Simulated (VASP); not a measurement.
# ZrTa3N4 (P-3m1) in VASP: relaxation of cell and atoms with PBE

Aim: the relaxation of cell and atoms of ZrTa3N4 with PBE.

Program: VASP 6.6.1. These are calculated values, not measurements. Logs are shortened: lines on timing, memory, paths and dates and some standing lists are left out, and cuts for length are marked.

## 1. The cell of the first run

It takes space group P-3m1 (No. 164, trigonal). Conventional cell: a = 2.979 Å, b = 2.979 Å, c = 11.759 Å, α = 90.00°, β = 90.00°, γ = 120.00°. Zr (site symmetry -3m) has 6 N at 2.35 Å and 2 Ta at 2.97 Å and 6 Zr at 2.98 Å within 3.1 Å. Within 3.0 Å of Ta (site symmetry -3m) lie 6 N at 2.27 Å and 8 Ta at 2.91 to 2.98 Å. Within 3.0 Å of Ta (site symmetry 3m) lie 6 N at 2.20 to 2.24 Å and 7 Ta at 2.91 to 2.98 Å and 1 Zr at 2.97 Å. Within 3.0 Å of N (site symmetry 3m) lie 6 Ta at 2.24 to 2.27 Å and 7 N at 2.80 to 2.98 Å. Within 3.0 Å of N (site symmetry 3m) lie 3 Ta at 2.20 Å and 3 Zr at 2.35 Å and 7 N at 2.80 to 2.98 Å.

## 2. Relaxation of cell and atoms, PBE

The input, INCAR:

```
SYSTEM = ZrTa3N4
PREC = Accurate ; ENCUT = 600
EDIFF = 1E-7 ; ISMEAR = 0
SIGMA = 0.1 ; LREAL = .False.
LASPH = .True. ; NELM = 120
ALGO = Normal ; ISIF = 3
LWAVE = .False. ; LCHARG = .False.
GGA = PE ; IBRION = 2
NSW = 100 ; EDIFFG = -0.01
GGA_COMPAT = .False. ; NELMIN = 4
```

The input, KPOINTS:

```
Automatic mesh
0
Gamma
  12 12 4
  0 0 0
```

The input, POSCAR:

```
ZrTa3N4
1.0
    2.9789044834      0.0000000000      0.0000000000
   -1.4894522417      2.5798069580      0.0000000000
    0.0000000000      0.0000000000     11.7590217669
Zr Ta N
1 3 4
Direct
    0.0000000000      0.0000000000      0.0000000000
    0.0000000000      0.0000000000      0.5000000000
    0.0000000000      0.0000000000      0.7475679785
    0.0000000000      0.0000000000      0.2524320215
    0.6666666667      0.3333333333      0.6261809785
    0.3333333333      0.6666666667      0.3738190215
    0.6666666667      0.3333333333      0.8641112445
    0.3333333333      0.6666666667      0.1358887555
```

Potentials or basis: VASP PAW PBE potentials, release 64 (Zr_sv, Ta_pv, N).

Started as:

```
cat potpaw_PBE.64/Zr_sv/POTCAR potpaw_PBE.64/Ta_pv/POTCAR potpaw_PBE.64/N/POTCAR > POTCAR
mpirun -np 1 vasp_std > vasp.out
```

OUTCAR:

```text
SYSTEM = ZrTa3N4
   PREC = Accurate
   ENCUT = 600
   EDIFF = 1E-7
   ISMEAR = 0
   LREAL = .False.
   LASPH = .True.
   NELM = 120
   ISIF = 3
   GGA = PE
   IBRION = 2
   NSW = 100
   EDIFFG = -0.01
   NELMIN = 4

 ion  position               nearest neighbor table
   1  0.000  0.000  0.000-   7 2.35   8 2.35   8 2.35   7 2.35   7 2.35   8 2.35   3 2.97   4 2.97

   2  0.000  0.000  0.500-   5 2.27   6 2.27   6 2.27   5 2.27   5 2.27   6 2.27   3 2.91   4 2.91

   3  0.000  0.000  0.748-   7 2.20   7 2.20   7 2.20   5 2.24   5 2.24   5 2.24   2 2.91   1 2.97

   4  0.000  0.000  0.252-   8 2.20   8 2.20   8 2.20   6 2.24   6 2.24   6 2.24   2 2.91   1 2.97

   5  0.667  0.333  0.626-   3 2.24   3 2.24   3 2.24   2 2.27   2 2.27   2 2.27
   6  0.333  0.667  0.374-   4 2.24   4 2.24   4 2.24   2 2.27   2 2.27   2 2.27
   7  0.667  0.333  0.864-   3 2.20   3 2.20   3 2.20   1 2.35   1 2.35   1 2.35
   8  0.333  0.667  0.136-   4 2.20   4 2.20   4 2.20   1 2.35   1 2.35   1 2.35

  LATTYP: Found a hexagonal cell.
 ALAT       =     2.9789044834
 C/A-ratio  =     3.9474316254

  Lattice vectors:

 A1 = (   2.9789044834,   0.0000000000,   0.0000000000)
 A2 = (  -1.4894522417,   2.5798069580,   0.0000000000)
 A3 = (   0.0000000000,   0.0000000000,  11.7590217669)

Analysis of symmetry for initial positions (statically):
=====================================================================
 Subroutine PRICEL returns:
 Original cell was already a primitive cell.

 Routine SETGRP: Setting up the symmetry group for a
 hexagonal supercell.

 Subroutine GETGRP returns: Found 12 space group operations
 (whereof 12 operations were pure point group operations)
 out of a pool of 24 trial point group operations.

The static configuration has the point symmetry D_3d.

Analysis of symmetry for dynamics (positions and initial velocities):
=====================================================================
 Subroutine PRICEL returns:
 Original cell was already a primitive cell.

 Routine SETGRP: Setting up the symmetry group for a
 hexagonal supercell.

 Subroutine GETGRP returns: Found 12 space group operations
 (whereof 12 operations were pure point group operations)
 out of a pool of 24 trial point group operations.

The dynamic configuration has the point symmetry D_3d.

 Subroutine INISYM returns: Found 12 space group operations
 (whereof 12 operations are pure point group operations),
 and found     1 'primitive' translations

----------------------------------------------------------------------------------------

                                     Primitive cell

  volume of cell :      90.3681

  direct lattice vectors                    reciprocal lattice vectors
     2.978904483  0.000000000  0.000000000     0.335693879  0.193812951  0.000000000
    -1.489452242  2.579806958  0.000000000     0.000000000  0.387625902  0.000000000
     0.000000000  0.000000000 11.759021767     0.000000000  0.000000000  0.085041088

  length of vectors
     2.978904483  2.978904483 11.759021767     0.387625902  0.387625902  0.085041088

  position of ions in fractional coordinates (direct lattice)
     0.000000000  0.000000000  0.000000000
     0.000000000  0.000000000  0.500000000
     0.000000000  0.000000000  0.747567979
     0.000000000  0.000000000  0.252432021
     0.666666667  0.333333333  0.626180979
     0.333333333  0.666666667  0.373819021
     0.666666667  0.333333333  0.864111245
     0.333333333  0.666666667  0.135888755

  ion indices of the primitive-cell ions
   primitive index   ion index
                 1           1
                 2           2
                 3           3
                 4           4
                 5           5
                 6           6
                 7           7
                 8           8

----------------------------------------------------------------------------------------

 KPOINTS: Automatic mesh

Automatic generation of k-mesh.
 Grid dimensions read from file:
 generate k-points for:   12   12    4

 Generating k-lattice:

  Cartesian coordinates                     Fractional coordinates (reciprocal lattice)
     0.027974490  0.016151079  0.000000000     0.083333333  0.000000000  0.000000000
     0.000000000  0.032302159  0.000000000     0.000000000  0.083333333  0.000000000
     0.000000000  0.000000000  0.021260272     0.000000000  0.000000000  0.250000000

  Length of vectors
     0.032302159  0.032302159  0.021260272

  Shift w.r.t. Gamma in fractional coordinates (k-lattice)
     0.000000000  0.000000000  0.000000000

 Subroutine IBZKPT returns following result:
 ===========================================

 Found     69 irreducible k-points:

 Following reciprocal coordinates:
            Coordinates               Weight
  0.000000  0.000000  0.000000      1.000000
  0.083333 -0.000000  0.000000      6.000000
  0.166667  0.000000  0.000000      6.000000
  0.250000  0.000000  0.000000      6.000000
  0.333333 -0.000000  0.000000      6.000000
  0.416667  0.000000  0.000000      6.000000
[... 16 lines left out ...]
  0.166667  0.000000  0.250000      6.000000
  0.000000  0.166667  0.250000      6.000000
 [... further k-points ...]
   k-points           NKPTS =     69   k-points in BZ     NKDIM =     69   number of bands    NBANDS=     39
   number of dos      NEDOS =    301   number of ions     NIONS =      8
   total plane-waves  NPLWV =  55296
   dimension x,y,z NGX =    24 NGY =   24 NGZ =   96
   dimension x,y,z NGXF=    48 NGYF=   48 NGZF=  192
   ions per type =               1   3   4
   NGX,Y,Z   is equivalent  to a cutoff of  13.39, 13.39, 13.57 a.u.
   NGXF,Y,Z  is equivalent  to a cutoff of  26.79, 26.79, 27.14 a.u.
 SYSTEM =  ZrTa3N4
   PREC   = accura    normal or accurate (medium, high low for compatibility)
   ISTART =      0    job   : 0-new  1-cont  2-samecut
   ICHARG =      2    charge: 1-file 2-atom 10-const
   ISPIN  =      1    spin polarized calculation?
   LNONCOLLINEAR =      F non collinear calculations
   LSORBIT =      F    spin-orbit coupling
   LASPH  =      T    aspherical Exc in radial PAW
   ENCUT  =  600.0 eV  44.10 Ry    6.64 a.u.   5.95  5.95 23.49*2*pi/ulx,y,z
   NELM   =    120;   NELMIN=  4; NELMDL= -5     # of ELM steps
   EDIFF  = 0.1E-06   stopping-criterion for ELM
   LREAL  =      F    real-space projection
   EDIFFG = -.1E-01   stopping-criterion for IOM
   NSW    =    100    number of steps for IOM
   IBRION =      2    ionic relax: 0-MD 1-quasi-New 2-CG
   NFREE  =      1    steps in history (QN), initial steepest desc. (CG)
   ISIF   =      3    stress and relaxation
   ISYM   =      2    0-nonsym 1-usesym 2-fastsym
   POTIM  = 0.5000    time-step for ionic-motion
   TEBEG  =    0.0;   TEEND  =   0.0 temperature during run
   PSTRESS=    0.0 pullay stress
   NELECT =      65.0000    total number of electrons
   NUPDOWN=      -1.0000    fix difference up-down
   EMIN   =  10.00;   EMAX   =-10.00  energy-range for DOS
   EFERMI =   0.00;   METHOD = LEGACY
   ISMEAR =     0;   SIGMA  =   0.10  broadening in eV -4-tet -1-fermi 0-gaus
   EFERMI_NEDOS =   21; number of points for ismear=-14 and -15
   IALGO  =     38    algorithm
   IMIX   =      4    mixing-type and parameters
     AMIX     =   0.40;   BMIX     =  1.00
     AMIX_MAG =   1.60;   BMIX_MAG =  1.00
  volume/ion in A,a.u.               =      11.30        76.23
  Fermi-wavevector in a.u.,A,eV,Ry     =   1.466811  2.771872 29.273422  2.151536
  Thomas-Fermi vector in A             =   2.582504
   LORBIT       =      0    0 simple, 1 ext, 2 COOP (PROOUT), +10 PAW based schemes
   GGA     = PE    functional components
   LHFCALC =     F    Hartree Fock is set to
   AEXX    =    0.0000 exact exchange contribution
   IVDW    =     0    specifies the selected vdW correction
   LEPSILON=     F    determine dielectric tensor
   LRPA    =     F    only Hartree local field effects (RPA)
 conjugate gradient relaxation of ions
 non-spin polarized calculation
 Gauss-broadening in eV      SIGMA  =   0.10
  energy-cutoff  :      600.00
  volume of cell :       90.37
 maximum number of plane-waves:      3054
   NGX = 11   NGY = 11   NGZ = 47

--------------------------------------- Ionic step        1  -------------------------------------------

 number of electron      64.9999999 magnetization

 Free energy of the ion-electron system (eV)
  ---------------------------------------------------
  ext. energy  EPLUGINS =         0.00000000
  ---------------------------------------------------
  free energy    TOTEN  =       -86.18296045 eV

  energy without entropy =      -86.16990741  energy(sigma->0) =      -86.17643393

------------------------ aborting loop because EDIFF is reached ----------------------------------------

  FORCE on cell =-STRESS in cart. coord.  units (eV):
  Direction    XX          YY          ZZ          XY          YZ          ZX
  --------------------------------------------------------------------------------------
  -------------------------------------------------------------------------------------
  Total       -0.0383075     -0.0383075     -0.0352607     -0.0000000     -0.0000000      0.0000000
  in kB       -0.6791710     -0.6791710     -0.6251541     -0.0000000     -0.0000000      0.0000000
  external PRESSURE =      -0.6611653 kB  Pullay stress =       0.0000000 kB
[... 237 lines left out ...]
  energy  without entropy=      -86.1732597713  energy(sigma->0) =      -86.17966898

--------------------------------------- Ionic step        7  -------------------------------------------

 number of electron      64.9999998 magnetization

 Free energy of the ion-electron system (eV)
  ---------------------------------------------------
  ext. energy  EPLUGINS =         0.00000000
  ---------------------------------------------------
  free energy    TOTEN  =       -86.18610551 eV

  energy without entropy =      -86.17326576  energy(sigma->0) =      -86.17968564

 E-fermi :   8.5835     XC(G=0): -13.0210

 val. band max:        8.5768175602   @ k =   0.2500   0.2500   0.2500
 cond. band min:       8.6283715443   @ k =   0.0000   0.0000   0.0000
 fundamental gap:      0.0515539841
 Fermi energy:         8.5835402833

 k-point     1 :       0.0000    0.0000    0.0000
  band No.  band energies     occupation
      1     -40.1612      2.00000
      2     -26.7767      2.00000
      3     -26.2313      2.00000
      4     -26.1323      2.00000
      5     -26.1323      2.00000
      6     -26.0803      2.00000
[... 997 lines left out ...]
     38      10.5333      0.00000
     39      11.3253      0.00000

 [... further k-points ...]

------------------------ aborting loop because EDIFF is reached ----------------------------------------

  FORCE on cell =-STRESS in cart. coord.  units (eV):
  Direction    XX          YY          ZZ          XY          YZ          ZX
  --------------------------------------------------------------------------------------
  -------------------------------------------------------------------------------------
  Total        0.0093409      0.0093409      0.0025866     -0.0000000     -0.0000000     -0.0000000
  in kB        0.1657036      0.1657036      0.0458845     -0.0000000     -0.0000000     -0.0000000
  external PRESSURE =       0.1257639 kB  Pullay stress =       0.0000000 kB
[... 23 lines left out ...]
  FREE ENERGIE OF THE ION-ELECTRON SYSTEM (eV)
  ---------------------------------------------------
  free  energy   TOTEN  =       -86.1861055134 eV

  energy  without entropy=      -86.1732657568  energy(sigma->0) =      -86.17968564

 reached required accuracy - stopping structural energy minimisation
```

Wall time 37 min (1 thread of Intel Xeon 8259CL, shared host); peak memory 0.43 GiB.

Results:

```
Free energy                           : -86.1861 eV
Relaxed volume                        : 11.29 Å³/atom
Relaxed cell                          : a = 2.979 Å, b = 2.979 Å, c = 11.755 Å, α = 90.00°, β = 90.00°, γ = 120.00°
Space group after relaxing (to 0.1 Å) : P-3m1 (No. 164)
Energy gained by relaxing             : 0.4 meV/atom
Ionic steps                           : 7
Pressure after relaxing               : 0.0 GPa
Band gap on the k mesh                : zero (an odd number of electrons rules out a gap without spin polarisation)
```

Step by step:
| step | energy change (eV) | largest force (eV/Å) | pressure (GPa) | volume (Å³) |
| --- | --- | --- | --- | --- |
| 1 | 0.0000 | 0.1783 | -0.07 | 90.37 |
| 2 | -0.0029 | 0.0554 | 0.07 | 90.31 |
| 3 | -0.0029 | 0.0661 | 0.09 | 90.30 |
| 4 | -0.0030 | 0.0350 | -0.21 | 90.38 |
| 5 | -0.0031 | 0.0052 | -0.09 | 90.35 |
| 6 | -0.0031 | 0.0090 | 0.16 | 90.27 |
| 7 | -0.0031 | 0.0007 | 0.01 | 90.32 |

Final structure:
```
Zr Ta N
1.0
     2.97857    0.00000    0.00000
    -1.48929    2.57952    0.00000
     0.00000    0.00000   11.75488
Zr Ta N
1 3 4
Direct
  0.00000 0.00000 0.00000
  0.00000 0.00000 0.50000
  0.00000 0.00000 0.74787
  0.00000 0.00000 0.25213
  0.66667 0.33333 0.62529
  0.33333 0.66667 0.37471
  0.66667 0.33333 0.86480
  0.33333 0.66667 0.13520
```

Caveat: spin-orbit coupling is left out, which moves the levels of the heavy elements.
